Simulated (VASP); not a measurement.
# AgAu2Cl3 (P1) in VASP: single point with PBEsol

Aim: the single point of AgAu2Cl3 with PBEsol.

All numbers are computed with VASP 6.6.1; they aren't measurements. Logs are shortened: lines on timing, memory, paths and dates and some standing lists are left out, and cuts for length are marked.

### 1 The cell of the first run

The typed cell holds 12 atoms: a = 7.071 Å, b = 4.705 Å, c = 12.952 Å, α = 82.01°, β = 71.70°, γ = 128.09°.

### 2 Single point, PBEsol

File INCAR:

```
ALGO = Normal
EDIFF = 1E-7
ENCUT = 520
GGA = PS
ISIF = 2
ISMEAR = -1
LASPH = T
LCHARG = T
LELF = T
LREAL = F
LVHAR = T
LWAVE = F
NBANDS = 66
NELM = 60
PREC = Accurate
SIGMA = 0.05
```

File KPOINTS:

```
k-points
0
Gamma
  4 4 2
```

File POSCAR:

```
AgAu2Cl3
1.0
    3.7131457082     -5.8901386114      1.2309033483
    1.3662869437      4.4653624874      0.5728807761
    2.6782548814     -0.5474832080     12.6605254356
Ag Au Cl
2 4 6
Direct
   -0.0112125096      0.2053134875      0.0569073488
    0.0538736557      0.3138762601      0.5286302958
    0.4761580688     -0.0959781461      0.2609802162
   -0.0102064307      0.4438174100      0.2479386225
    0.5256832800     -0.0249589150      0.7275198836
    0.0159014201      0.4891898198      0.7363780462
    0.7857534222     -0.0001287089     -0.0763888533
    0.2024109035      0.9054486742      0.0559008608
    0.4677158118      0.4039344547      0.2373243961
    0.7633755588     -0.0369902937      0.4367536076
    0.2335853298      0.9674754206      0.5460903112
    0.4968761336      0.4383682672      0.7525905547
```

Potentials or basis: VASP PAW PBE potentials, release 64 (Ag, Au, Cl).

Run with:

```console
> cat potpaw_PBE.64/Ag/POTCAR potpaw_PBE.64/Au/POTCAR potpaw_PBE.64/Cl/POTCAR > POTCAR
> mpirun -np 1 vasp_std > vasp.out
```

OUTCAR:

```text
EDIFF = 1E-7
   ENCUT = 520
   GGA = PS
   ISIF = 2
   ISMEAR = -1
   LASPH = T
   LREAL = F
   NELM = 60
   PREC = Accurate

 ion  position               nearest neighbor table
   1  0.989  0.205  0.057-   7 2.51   8 2.63   8 2.64   4 2.86   9 2.87   3 2.96
   2  0.054  0.314  0.529-  10 2.50  11 2.58  11 2.64   6 2.90   5 2.93   3 3.04
   3  0.476  0.904  0.261-   9 2.37   9 2.38   4 2.79   4 2.80   1 2.96   2 3.04
   4  0.990  0.444  0.248-  10 2.28   8 2.30   3 2.79   3 2.80   1 2.86
   5  0.526  0.975  0.728-  12 2.37  12 2.37   6 2.78   6 2.80   2 2.93
   6  0.016  0.489  0.736-   7 2.28  11 2.30   5 2.78   5 2.80   2 2.90
   7  0.786  1.000  0.924-   6 2.28   1 2.51
   8  0.202  0.905  0.056-   4 2.30   1 2.63   1 2.64
   9  0.468  0.404  0.237-   3 2.37   3 2.38   1 2.87
  10  0.763  0.963  0.437-   4 2.28   2 2.50
  11  0.234  0.967  0.546-   6 2.30   2 2.58   2 2.64
  12  0.497  0.438  0.753-   5 2.37   5 2.37

  LATTYP: Found a triclinic cell.
 ALAT       =     4.7047204529
 B/A-ratio  =     1.5029174934
 C/A-ratio  =     2.3707380755
 COS(alpha) =     0.0091256854
 COS(beta)  =     0.1306597575
 COS(gamma) =     0.6169397138

  Lattice vectors:

 A1 = (   1.3662869437,   4.4653624874,   0.5728807761)
 A2 = (  -3.7131457082,   5.8901386114,  -1.2309033483)
 A3 = (  -2.4011777705,   0.8772929160,  10.8567413112)

Analysis of symmetry for initial positions (statically):
=====================================================================
 Subroutine PRICEL returns:
 Original cell was already a primitive cell.

 Routine SETGRP: Setting up the symmetry group for a
 triclinic supercell.

 Subroutine GETGRP returns: Found  1 space group operations
 (whereof  1 operations were pure point group operations)
 out of a pool of  2 trial point group operations.

The static configuration has the point symmetry C_1 .

Analysis of symmetry for dynamics (positions and initial velocities):
=====================================================================
 Subroutine PRICEL returns:
 Original cell was already a primitive cell.

 Routine SETGRP: Setting up the symmetry group for a
 triclinic supercell.

 Subroutine GETGRP returns: Found  1 space group operations
 (whereof  1 operations were pure point group operations)
 out of a pool of  2 trial point group operations.

The dynamic configuration has the point symmetry C_1 .

 Subroutine INISYM returns: Found  1 space group operations
 (whereof  1 operations are pure point group operations),
 and found     1 'primitive' translations

----------------------------------------------------------------------------------------

                                     Primitive cell

  volume of cell :     288.2911

  direct lattice vectors                    reciprocal lattice vectors
     3.713145708 -5.890138611  1.230903348     0.197187753 -0.054679415 -0.044078354
     1.366286944  4.465362487  0.572880776     0.256332387  0.151630417 -0.047668508
     2.678254881 -0.547483208 12.660525436    -0.030770205 -0.001545045  0.085428095

  length of vectors
     7.070806670  4.704720453 12.952285180     0.209322119  0.301612935  0.090813832

  position of ions in fractional coordinates (direct lattice)
     0.988787490  0.205313487  0.056907349
     0.053873656  0.313876260  0.528630296
     0.476158069  0.904021854  0.260980216
     0.989793569  0.443817410  0.247938623
     0.525683280  0.975041085  0.727519884
     0.015901420  0.489189820  0.736378046
     0.785753422  0.999871291  0.923611147
     0.202410904  0.905448674  0.055900861
     0.467715812  0.403934455  0.237324396
     0.763375559  0.963009706  0.436753608
     0.233585330  0.967475421  0.546090311
     0.496876134  0.438368267  0.752590555

  ion indices of the primitive-cell ions
   primitive index   ion index
                 1           1
                 2           2
                 3           3
                 4           4
                 5           5
                 6           6
                 7           7
                 8           8
                 9           9
                10          10
                11          11
                12          12

----------------------------------------------------------------------------------------

 KPOINTS: k-points

Automatic generation of k-mesh.
 Grid dimensions read from file:
 generate k-points for:    4    4    2

 Generating k-lattice:

  Cartesian coordinates                     Fractional coordinates (reciprocal lattice)
     0.049296938 -0.013669854 -0.011019589     0.250000000 -0.000000000  0.000000000
     0.064083097  0.037907604 -0.011917127    -0.000000000  0.250000000 -0.000000000
    -0.015385102 -0.000772522  0.042714047     0.000000000  0.000000000  0.500000000

  Length of vectors
     0.052330530  0.075403234  0.045406916

  Shift w.r.t. Gamma in fractional coordinates (k-lattice)
     0.000000000  0.000000000  0.000000000

 Subroutine IBZKPT returns following result:
 ===========================================

 Found     20 irreducible k-points:

 Following reciprocal coordinates:
            Coordinates               Weight
  0.000000  0.000000  0.000000      1.000000
  0.250000  0.000000  0.000000      2.000000
  0.500000  0.000000  0.000000      1.000000
 -0.000000  0.250000  0.000000      2.000000
  0.250000  0.250000  0.000000      2.000000
  0.500000  0.250000  0.000000      2.000000
[... 12 lines left out ...]
  0.250000  0.500000  0.500000      2.000000
  0.500000  0.500000  0.500000      1.000000
   k-points           NKPTS =     20   k-points in BZ     NKDIM =     20   number of bands    NBANDS=     66
   number of dos      NEDOS =    301   number of ions     NIONS =     12
   total plane-waves  NPLWV = 186624
   dimension x,y,z NGX =    54 NGY =   36 NGZ =   96
   dimension x,y,z NGXF=   108 NGYF=   72 NGZF=  192
   ions per type =               2   4   6
   NGX,Y,Z   is equivalent  to a cutoff of  12.70, 12.72, 12.32 a.u.
   NGXF,Y,Z  is equivalent  to a cutoff of  25.39, 25.44, 24.64 a.u.
 SYSTEM =  unknown system
   PREC   = accura    normal or accurate (medium, high low for compatibility)
   ISTART =      0    job   : 0-new  1-cont  2-samecut
   ICHARG =      2    charge: 1-file 2-atom 10-const
   ISPIN  =      1    spin polarized calculation?
   LNONCOLLINEAR =      F non collinear calculations
   LSORBIT =      F    spin-orbit coupling
   LASPH  =      T    aspherical Exc in radial PAW
   ENCUT  =  520.0 eV  38.22 Ry    6.18 a.u.  13.15  8.75 24.08*2*pi/ulx,y,z
   NELM   =     60;   NELMIN=  2; NELMDL= -5     # of ELM steps
   EDIFF  = 0.1E-06   stopping-criterion for ELM
   LREAL  =      F    real-space projection
   EDIFFG = 0.1E-05   stopping-criterion for IOM
   NSW    =      0    number of steps for IOM
   IBRION =     -1    ionic relax: 0-MD 1-quasi-New 2-CG
   NFREE  =      0    steps in history (QN), initial steepest desc. (CG)
   ISIF   =      2    stress and relaxation
   ISYM   =      2    0-nonsym 1-usesym 2-fastsym
   POTIM  = 0.5000    time-step for ionic-motion
   TEBEG  =    0.0;   TEEND  =   0.0 temperature during run
   PSTRESS=    0.0 pullay stress
   NELECT =     108.0000    total number of electrons
   NUPDOWN=      -1.0000    fix difference up-down
   EMIN   =  10.00;   EMAX   =-10.00  energy-range for DOS
   EFERMI =   0.00;   METHOD = LEGACY
   ISMEAR =    -1;   SIGMA  =   0.05  broadening in eV -4-tet -1-fermi 0-gaus
   EFERMI_NEDOS =   21; number of points for ismear=-14 and -15
   IALGO  =     38    algorithm
   IMIX   =      4    mixing-type and parameters
     AMIX     =   0.40;   BMIX     =  1.00
     AMIX_MAG =   1.60;   BMIX_MAG =  1.00
  volume/ion in A,a.u.               =      24.02       162.12
  Fermi-wavevector in a.u.,A,eV,Ry     =   1.180155  2.230169 18.949725  1.392765
  Thomas-Fermi vector in A             =   2.316452
   LORBIT       =      0    0 simple, 1 ext, 2 COOP (PROOUT), +10 PAW based schemes
   GGA     = PS    functional components
   LHFCALC =     F    Hartree Fock is set to
   AEXX    =    0.0000 exact exchange contribution
   IVDW    =     0    specifies the selected vdW correction
   LEPSILON=     F    determine dielectric tensor
   LRPA    =     F    only Hartree local field effects (RPA)
 non-spin polarized calculation
  energy-cutoff  :      520.00
  volume of cell :      288.29
 maximum number of plane-waves:      7788
 NGX is ok and might be reduce to    54
   NGX = 27   NGY = 17   NGZ = 49

 number of electron     108.0000006 magnetization

 Free energy of the ion-electron system (eV)
  ---------------------------------------------------
  ext. energy  EPLUGINS =         0.00000000
  ---------------------------------------------------
  free energy    TOTEN  =       -36.29808971 eV

  energy without entropy =      -36.28793076  energy(sigma->0) =      -36.29301024

 E-fermi :   3.3746     XC(G=0):  -9.5549

 val. band max:        3.3379329972   @ k =   0.5000   0.0000   0.0000
 cond. band min:       3.4109504210   @ k =   0.5000   0.5000   0.5000
 fundamental gap:      0.0730174238
 Fermi energy:         3.3746431952

 k-point     1 :       0.0000    0.0000    0.0000
  band No.  band energies     occupation
      1     -12.7420      2.00000
      2     -12.5158      2.00000
      3     -12.3759      2.00000
      4     -12.2696      2.00000
      5     -12.0813      2.00000
      6     -11.8334      2.00000
[... 58 lines left out ...]
     65       9.1826      0.00000
     66      10.0812      0.00000

 k-point     2 :       0.2500    0.0000    0.0000
  band No.  band energies     occupation
      1     -12.6736      2.00000
      2     -12.5253      2.00000
      3     -12.4217      2.00000
      4     -12.2760      2.00000
      5     -12.0514      2.00000
      6     -11.8641      2.00000
[... 1300 lines left out ...]
     65       9.5514      0.00000
     66       9.9199      0.00000

------------------------ aborting loop because EDIFF is reached ----------------------------------------

  FORCE on cell =-STRESS in cart. coord.  units (eV):
  Direction    XX          YY          ZZ          XY          YZ          ZX
  --------------------------------------------------------------------------------------
  -------------------------------------------------------------------------------------
  Total       -0.1841696     -0.2174151     -0.2560500     -0.0680870      0.0513650      0.0860357
  in kB       -1.0235220     -1.2082842     -1.4229975     -0.3783936      0.2854610      0.4781430
  external PRESSURE =      -1.2182679 kB  Pullay stress =       0.0000000 kB

 VOLUME and BASIS-vectors are now :
 -----------------------------------------------------------------------------
  energy-cutoff  :      520.00
  volume of cell :      288.29
      direct lattice vectors                 reciprocal lattice vectors
     3.713145708 -5.890138611  1.230903348     0.197187753 -0.054679415 -0.044078354
     1.366286944  4.465362487  0.572880776     0.256332387  0.151630417 -0.047668508
     2.678254881 -0.547483208 12.660525436    -0.030770205 -0.001545045  0.085428095

 POSITION                                       TOTAL-FORCE (eV/Angst)
 -----------------------------------------------------------------------------------
      4.10444     -4.93845      2.05520         0.003805      0.005867      0.004898
      2.04469      0.79483      6.93886         0.000729      0.005131      0.002035
      3.70217      1.08927      4.40815         0.002061     -0.006093      0.000398
      4.94567     -3.98396      4.61163        -0.000779      0.002915      0.003034
      5.23261      0.85926     10.41643         0.001450     -0.000217     -0.001310
      2.69963      1.68759      9.62275        -0.000186      0.000200      0.002492
      6.75739     -0.66907     13.23340         0.010425      0.008063     -0.018806
      2.13840      2.82032      1.47560        -0.016302     -0.013494      0.013369
      2.92420     -1.08113      3.81177         0.000328      0.002998      0.000422
      5.32001     -0.43532      7.02086         0.012303      0.007986     -0.019364
      3.65175      2.64530      7.75556        -0.015081     -0.012267      0.012713
      4.45954     -1.38123     10.39093         0.001247     -0.001088      0.000118
 -----------------------------------------------------------------------------------
    total drift:                                0.000041      0.000056      0.000247

  FREE ENERGIE OF THE ION-ELECTRON SYSTEM (eV)
  ---------------------------------------------------
  free  energy   TOTEN  =       -36.2980897110 eV

  energy  without entropy=      -36.2879307610  energy(sigma->0) =      -36.29301024
```

It took 12 min on 1 thread of Oxide Virtual Turin-like, shared host; peak memory 0.59 GiB.

What came out:

```
Free energy            : -36.2981 eV
Pressure               : -0.1 GPa
Largest force          : 0.025 eV/Å
Band gap on the k mesh : zero (band 54 reaches 3.59 eV, above the bottom of band 55 at 2.97 eV)
```

Forces on the atoms (eV/Å):
```
Ag   0.004  0.006  0.005
Ag   0.001  0.005  0.002
Au   0.002 -0.006  0.000
Au  -0.001  0.003  0.003
Au   0.001  0.000 -0.001
Au   0.000  0.000  0.002
Cl   0.010  0.008 -0.019
Cl  -0.016 -0.013  0.013
Cl   0.000  0.003  0.000
Cl   0.012  0.008 -0.019
Cl  -0.015 -0.012  0.013
Cl   0.001 -0.001  0.000
```

Caveat: the k points lie up to 0.47 Å⁻¹ apart; the PAW data sets were made with another functional, which shifts forces and pressure a little; spin-orbit coupling is left out, which moves the levels of the heavy elements.
